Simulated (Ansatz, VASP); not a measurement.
# One calculation of C, two programs

File INCAR:

```
PREC = Accurate ; ENCUT = 520
EDIFF = 1E-6 ; ISMEAR = 0
SIGMA = 0.1 ; LREAL = F
LASPH = T ; NELM = 60
ALGO = Normal ; ISIF = 2
LWAVE = F ; LCHARG = F
LDIPOL = T ; IDIPOL = 3
DIPOL = 0.5 0.5 0.500 ; GGA = PE
IVDW = 12 ; NBANDS = 11
```

The input KPOINTS:

```
regular mesh
0
Gamma
  21 21 1
```

File POSCAR:

```
C
1.0
    2.2810000000      0.0000000000      0.0000000000
   -1.1405000000      1.9754039460      0.0000000000
    0.0000000000      0.0000000000     26.0024170307
C
2
Direct
    0.6666666667      0.3333333333      0.5109797485
    0.3333333333      0.6666666667      0.4890202515
```

Input for Ansatz:

```yaml
crystal:
  lattice:
    - [2.281, 0.0, 0.0]
    - [-1.1405, 1.975403946, 0.0]
    - [0.0, 0.0, 26.0024170307]
  atoms:
    - { symbol: C, position: [0.6666666667, 0.3333333333, 0.5109797485] }
    - { symbol: C, position: [0.3333333333, 0.6666666667, 0.4890202515] }
  periodic: [true, true, false]
basis:
  ecutwfc: 420
kpoints:
  mp_grid: { grid: [21, 21, 1] }
hamiltonian:
  xc: pbe
  pseudopotentials: { kind: paw, azcp: { folder: soft_1 } }
  dispersion: d3bj
scf:
  occupations: { method: gaussian, width: 0.1 }
output:
  forces: true
  stress: true
  eigenvalues: true
```

Alike in both runs: task single point; functional PBE; dispersion D3(BJ); k mesh 21 × 21 × 1; occupations gaussian, width 0.1 eV; no spin polarisation.

```csv
,VASP,Ansatz
version,VASP 6.6.1,Ansatz 0.2.0
potentials or method,"VASP PAW PBE potentials, release 64 (C), cutoff 520 eV","scalar-relativistic, plane waves, PAW"
valence electrons in the cell,8,8
```

VASP gave:

* gap on the k mesh at the Fermi level (eV): none
* rms of the force components (eV/Å): 5.604

Q: Estimate Ansatz's values.

A: gap on the k mesh at the Fermi level (eV): none; rms of the force components (eV/Å): 5.632.

Atom by atom the forces differ by 0.028 eV/Å (rms over components). A gap of «none» marks a metal or a gap that the smearing closes.
